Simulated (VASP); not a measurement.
# Ge2TeO (P4/mmm) in VASP: single point with PBE

Aim: the single point of Ge2TeO with PBE.

Program: VASP 6.6.1. These are calculated values, not measurements. Logs are shortened: lines on timing, memory, paths and dates and some standing lists are left out, and cuts for length are marked.

## 1. The cell of the first run

Symmetry: P4/mmm, No. 123, tetragonal system. The conventional cell has a = 3.999 Å, b = 3.999 Å, c = 5.457 Å, α = 90.00°, β = 90.00°, γ = 90.00°. Ge (site symmetry 4/mmm) has 2 Te at 2.73 Å and 4 O at 2.83 Å within 3.6 Å. Within 3.6 Å of Ge (site symmetry 4/mmm) lie 2 O at 2.73 Å and 4 Te at 2.83 Å. Within 3.6 Å of Te (site symmetry 4/mmm) lie 6 Ge at 2.73 to 2.83 Å. Within 3.6 Å of O (site symmetry 4/mmm) lie 6 Ge at 2.73 to 2.83 Å.

## 2. Single point, PBE

Contents of INCAR:

```
SYSTEM = Ge2TeO
PREC = Accurate
ENCUT = 520
EDIFF = 1E-7
ISMEAR = 0
SIGMA = 0.1
LREAL = .False.
LASPH = .True.
NELM = 80
ALGO = Normal
ISIF = 2
LWAVE = .False.
LCHARG = .False.
GGA = PE
NBANDS = 28
```

Contents of KPOINTS:

```
regular mesh
0
Gamma
  4 4 4
  0 0 0
```

Contents of POSCAR:

```
Ge2TeO
1.0
    3.9988577600      0.0000000000      0.0000000000
    0.0000000000      3.9988577600      0.0000000000
    0.0000000000      0.0000000000      5.4573890200
Ge Te O
2 1 1
Direct
    0.0000000000      0.0000000000      0.5000000000
    0.5000000000      0.5000000000      0.0000000000
    0.0000000000      0.0000000000      0.0000000000
    0.5000000000      0.5000000000      0.5000000000
```

Potentials or basis: VASP PAW PBE potentials, release 64 (Ge_d, Te, O).

Started as:

```bash
$ cat potpaw_PBE.64/Ge_d/POTCAR potpaw_PBE.64/Te/POTCAR potpaw_PBE.64/O/POTCAR > POTCAR
$ mpirun -np 1 vasp_std > vasp.out
```

OUTCAR:

```text
SYSTEM = Ge2TeO
   PREC = Accurate
   ENCUT = 520
   EDIFF = 1E-7
   ISMEAR = 0
   LREAL = .False.
   LASPH = .True.
   NELM = 80
   ISIF = 2
   GGA = PE

 ion  position               nearest neighbor table
   1  0.000  0.000  0.500-   3 2.73   3 2.73
   2  0.500  0.500  0.000-   3 2.83   3 2.83   3 2.83   3 2.83
   3  0.000  0.000  0.000-   1 2.73   1 2.73   2 2.83   2 2.83   2 2.83   2 2.83
   4  0.500  0.500  0.500-

  LATTYP: Found a simple tetragonal cell.
 ALAT       =     3.9988577600
 C/A-ratio  =     1.3647369693

  Lattice vectors:

 A1 = (   3.9988577600,   0.0000000000,   0.0000000000)
 A2 = (   0.0000000000,   3.9988577600,   0.0000000000)
 A3 = (   0.0000000000,   0.0000000000,   5.4573890200)

Analysis of symmetry for initial positions (statically):
=====================================================================
 Subroutine PRICEL returns:
 Original cell was already a primitive cell.

 Routine SETGRP: Setting up the symmetry group for a
 simple tetragonal supercell.

 Subroutine GETGRP returns: Found 16 space group operations
 (whereof 16 operations were pure point group operations)
 out of a pool of 16 trial point group operations.

The static configuration has the point symmetry D_4h.

Analysis of symmetry for dynamics (positions and initial velocities):
=====================================================================
 Subroutine PRICEL returns:
 Original cell was already a primitive cell.

 Routine SETGRP: Setting up the symmetry group for a
 simple tetragonal supercell.

 Subroutine GETGRP returns: Found 16 space group operations
 (whereof 16 operations were pure point group operations)
 out of a pool of 16 trial point group operations.

The dynamic configuration has the point symmetry D_4h.

 Subroutine INISYM returns: Found 16 space group operations
 (whereof 16 operations are pure point group operations),
 and found     1 'primitive' translations

----------------------------------------------------------------------------------------

                                     Primitive cell

  volume of cell :      87.2684

  direct lattice vectors                    reciprocal lattice vectors
     3.998857760  0.000000000  0.000000000     0.250071410  0.000000000  0.000000000
     0.000000000  3.998857760  0.000000000     0.000000000  0.250071410  0.000000000
     0.000000000  0.000000000  5.457389020     0.000000000  0.000000000  0.183237808

  length of vectors
     3.998857760  3.998857760  5.457389020     0.250071410  0.250071410  0.183237808

  position of ions in fractional coordinates (direct lattice)
     0.000000000  0.000000000  0.500000000
     0.500000000  0.500000000  0.000000000
     0.000000000  0.000000000  0.000000000
     0.500000000  0.500000000  0.500000000

  ion indices of the primitive-cell ions
   primitive index   ion index
                 1           1
                 2           2
                 3           3
                 4           4

----------------------------------------------------------------------------------------

 KPOINTS: regular mesh

Automatic generation of k-mesh.
 Grid dimensions read from file:
 generate k-points for:    4    4    4

 Generating k-lattice:

  Cartesian coordinates                     Fractional coordinates (reciprocal lattice)
     0.062517853  0.000000000  0.000000000     0.250000000  0.000000000  0.000000000
     0.000000000  0.062517853  0.000000000     0.000000000  0.250000000  0.000000000
     0.000000000  0.000000000  0.045809452     0.000000000  0.000000000  0.250000000

  Length of vectors
     0.062517853  0.062517853  0.045809452

  Shift w.r.t. Gamma in fractional coordinates (k-lattice)
     0.000000000  0.000000000  0.000000000

 Subroutine IBZKPT returns following result:
 ===========================================

 Found     18 irreducible k-points:

 Following reciprocal coordinates:
            Coordinates               Weight
  0.000000  0.000000  0.000000      1.000000
  0.250000  0.000000  0.000000      4.000000
  0.500000  0.000000  0.000000      2.000000
  0.250000  0.250000  0.000000      4.000000
  0.500000  0.250000  0.000000      4.000000
  0.500000  0.500000  0.000000      1.000000
[... 10 lines left out ...]
  0.500000  0.250000  0.500000      4.000000
  0.500000  0.500000  0.500000      1.000000
   k-points           NKPTS =     18   k-points in BZ     NKDIM =     18   number of bands    NBANDS=     28
   number of dos      NEDOS =    301   number of ions     NIONS =      4
   total plane-waves  NPLWV =  37800
   dimension x,y,z NGX =    30 NGY =   30 NGZ =   42
   dimension x,y,z NGXF=    60 NGYF=   60 NGZF=   84
   ions per type =               2   1   1
   NGX,Y,Z   is equivalent  to a cutoff of  12.47, 12.47, 12.79 a.u.
   NGXF,Y,Z  is equivalent  to a cutoff of  24.94, 24.94, 25.59 a.u.
 SYSTEM =  Ge2TeO
   PREC   = accura    normal or accurate (medium, high low for compatibility)
   ISTART =      0    job   : 0-new  1-cont  2-samecut
   ICHARG =      2    charge: 1-file 2-atom 10-const
   ISPIN  =      1    spin polarized calculation?
   LNONCOLLINEAR =      F non collinear calculations
   LSORBIT =      F    spin-orbit coupling
   LASPH  =      T    aspherical Exc in radial PAW
   ENCUT  =  520.0 eV  38.22 Ry    6.18 a.u.   7.44  7.44 10.15*2*pi/ulx,y,z
   NELM   =     80;   NELMIN=  2; NELMDL= -5     # of ELM steps
   EDIFF  = 0.1E-06   stopping-criterion for ELM
   LREAL  =      F    real-space projection
   EDIFFG = 0.1E-05   stopping-criterion for IOM
   NSW    =      0    number of steps for IOM
   IBRION =     -1    ionic relax: 0-MD 1-quasi-New 2-CG
   NFREE  =      0    steps in history (QN), initial steepest desc. (CG)
   ISIF   =      2    stress and relaxation
   ISYM   =      2    0-nonsym 1-usesym 2-fastsym
   POTIM  = 0.5000    time-step for ionic-motion
   TEBEG  =    0.0;   TEEND  =   0.0 temperature during run
   PSTRESS=    0.0 pullay stress
   NELECT =      40.0000    total number of electrons
   NUPDOWN=      -1.0000    fix difference up-down
   EMIN   =  10.00;   EMAX   =-10.00  energy-range for DOS
   EFERMI =   0.00;   METHOD = LEGACY
   ISMEAR =     0;   SIGMA  =   0.10  broadening in eV -4-tet -1-fermi 0-gaus
   EFERMI_NEDOS =   21; number of points for ismear=-14 and -15
   IALGO  =     38    algorithm
   IMIX   =      4    mixing-type and parameters
     AMIX     =   0.40;   BMIX     =  1.00
     AMIX_MAG =   1.60;   BMIX_MAG =  1.00
  volume/ion in A,a.u.               =      21.82       147.23
  Fermi-wavevector in a.u.,A,eV,Ry     =   1.262242  2.385291 21.677541  1.593254
  Thomas-Fermi vector in A             =   2.395660
   LORBIT       =      0    0 simple, 1 ext, 2 COOP (PROOUT), +10 PAW based schemes
   GGA     = PE    functional components
   LHFCALC =     F    Hartree Fock is set to
   AEXX    =    0.0000 exact exchange contribution
   IVDW    =     0    specifies the selected vdW correction
   LEPSILON=     F    determine dielectric tensor
   LRPA    =     F    only Hartree local field effects (RPA)
 non-spin polarized calculation
 Gauss-broadening in eV      SIGMA  =   0.10
  energy-cutoff  :      520.00
  volume of cell :       87.27
 maximum number of plane-waves:      2389
 NGX is ok and might be reduce to    30
   NGX = 15   NGY = 15   NGZ = 21

 number of electron      39.9999999 magnetization

 Free energy of the ion-electron system (eV)
  ---------------------------------------------------
  ext. energy  EPLUGINS =         0.00000000
  ---------------------------------------------------
  free energy    TOTEN  =       -16.47558253 eV

  energy without entropy =      -16.46455041  energy(sigma->0) =      -16.47006647

 E-fermi :   5.3371     XC(G=0):  -9.8914

 val. band max:        5.3265755060   @ k =   0.5000   0.2500   0.5000
 cond. band min:       5.4045828740   @ k =   0.5000   0.0000   0.2500
 fundamental gap:      0.0780073680
 Fermi energy:         5.3370541216

 k-point     1 :       0.0000    0.0000    0.0000
  band No.  band energies     occupation
      1     -20.1534      2.00000
      2     -20.1422      2.00000
      3     -20.1409      2.00000
      4     -20.1299      2.00000
      5     -20.1299      2.00000
      6     -19.8932      2.00000
[... 20 lines left out ...]
     27      11.9191      0.00000
     28      11.9191      0.00000

 k-point     2 :       0.2500    0.0000    0.0000
  band No.  band energies     occupation
      1     -20.1520      2.00000
      2     -20.1416      2.00000
      3     -20.1414      2.00000
      4     -20.1304      2.00000
      5     -20.1298      2.00000
      6     -19.8958      2.00000
[... 20 lines left out ...]
     27      11.6475      0.00000
     28      12.3801      0.00000

 k-point     3 :       0.5000    0.0000    0.0000
  band No.  band energies     occupation
      1     -20.1507      2.00000
      2     -20.1422      2.00000
      3     -20.1404      2.00000
      4     -20.1310      2.00000
      5     -20.1297      2.00000
      6     -19.8983      2.00000
[... 20 lines left out ...]
     27      13.2208      0.00000
     28      13.2224      0.00000

 k-point     4 :       0.2500    0.2500    0.0000
  band No.  band energies     occupation
      1     -20.1505      2.00000
      2     -20.1425      2.00000
      3     -20.1409      2.00000
      4     -20.1304      2.00000
      5     -20.1304      2.00000
      6     -19.8984      2.00000
[... 20 lines left out ...]
     27      12.0804      0.00000
     28      12.5106      0.00000

 k-point     5 :       0.5000    0.2500    0.0000
  band No.  band energies     occupation
      1     -20.1491      2.00000
      2     -20.1435      2.00000
      3     -20.1402      2.00000
      4     -20.1310      2.00000
      5     -20.1304      2.00000
      6     -19.9009      2.00000
[... 20 lines left out ...]
     27      10.6800      0.00000
     28      12.7293      0.00000

 k-point     6 :       0.5000    0.5000    0.0000
  band No.  band energies     occupation
      1     -20.1475      2.00000
      2     -20.1447      2.00000
      3     -20.1399      2.00000
      4     -20.1309      2.00000
      5     -20.1309      2.00000
      6     -19.9035      2.00000
[... 277 lines left out ...]
      5     -20.1301      2.00000
      6     -19.8982      2.00000
[... 20 lines left out ...]
     27      12.8226      0.00000
     28      14.1705      0.00000

 k-point    16 :       0.2500    0.2500    0.5000
  band No.  band energies     occupation
      1     -20.1505      2.00000
      2     -20.1425      2.00000
      3     -20.1406      2.00000
      4     -20.1307      2.00000
      5     -20.1306      2.00000
      6     -19.8984      2.00000
[... 20 lines left out ...]
     27      12.0622      0.00000
     28      13.2655      0.00000

 k-point    17 :       0.5000    0.2500    0.5000
  band No.  band energies     occupation
      1     -20.1491      2.00000
      2     -20.1434      2.00000
      3     -20.1400      2.00000
      4     -20.1312      2.00000
      5     -20.1306      2.00000
      6     -19.9011      2.00000
[... 20 lines left out ...]
     27      13.2207      0.00000
     28      13.2319      0.00000

 k-point    18 :       0.5000    0.5000    0.5000
  band No.  band energies     occupation
      1     -20.1475      2.00000
      2     -20.1447      2.00000
      3     -20.1395      2.00000
      4     -20.1312      2.00000
      5     -20.1312      2.00000
      6     -19.9039      2.00000
[... 20 lines left out ...]
     27      12.7418      0.00000
     28      12.7418      0.00000

------------------------ aborting loop because EDIFF is reached ----------------------------------------

  FORCE on cell =-STRESS in cart. coord.  units (eV):
  Direction    XX          YY          ZZ          XY          YZ          ZX
  --------------------------------------------------------------------------------------
  -------------------------------------------------------------------------------------
  Total       -1.7143670     -1.7143670      0.4356342      0.0000000     -0.0000000     -0.0000000
  in kB      -31.4744076    -31.4744076      7.9978959      0.0000000     -0.0000000     -0.0000000
  external PRESSURE =     -18.3169731 kB  Pullay stress =       0.0000000 kB

 VOLUME and BASIS-vectors are now :
 -----------------------------------------------------------------------------
  energy-cutoff  :      520.00
  volume of cell :       87.27
      direct lattice vectors                 reciprocal lattice vectors
     3.998857760  0.000000000  0.000000000     0.250071410  0.000000000  0.000000000
     0.000000000  3.998857760  0.000000000     0.000000000  0.250071410  0.000000000
     0.000000000  0.000000000  5.457389020     0.000000000  0.000000000  0.183237808

 POSITION                                       TOTAL-FORCE (eV/Angst)
 -----------------------------------------------------------------------------------
      0.00000      0.00000      2.72869         0.000000      0.000000      0.000000
      1.99943      1.99943      0.00000         0.000000      0.000000      0.000000
      0.00000      0.00000      0.00000         0.000000      0.000000      0.000000
      1.99943      1.99943      2.72869         0.000000      0.000000      0.000000
 -----------------------------------------------------------------------------------
    total drift:                                0.000000      0.000000      0.000000

  FREE ENERGIE OF THE ION-ELECTRON SYSTEM (eV)
  ---------------------------------------------------
  free  energy   TOTEN  =       -16.4755825304 eV

  energy  without entropy=      -16.4645504102  energy(sigma->0) =      -16.47006647
```

It took 38 s on 1 thread of AMD EPYC 7R13 (Zen 3), shared host; peak memory 0.18 GiB.

Results:

```
Free energy            : -16.4756 eV
Pressure               : -1.8 GPa
Band gap on the k mesh : zero (band 20 reaches 5.55 eV, above the bottom of band 21 at 5.33 eV)
```

Stress tensor (GPa, compression positive):
```
-3.15  0.00  0.00
 0.00 -3.15  0.00
 0.00  0.00  0.80
```

Caveat: the k points lie up to 0.39 Å⁻¹ apart; spin-orbit coupling is left out, which moves the levels of the heavy elements.
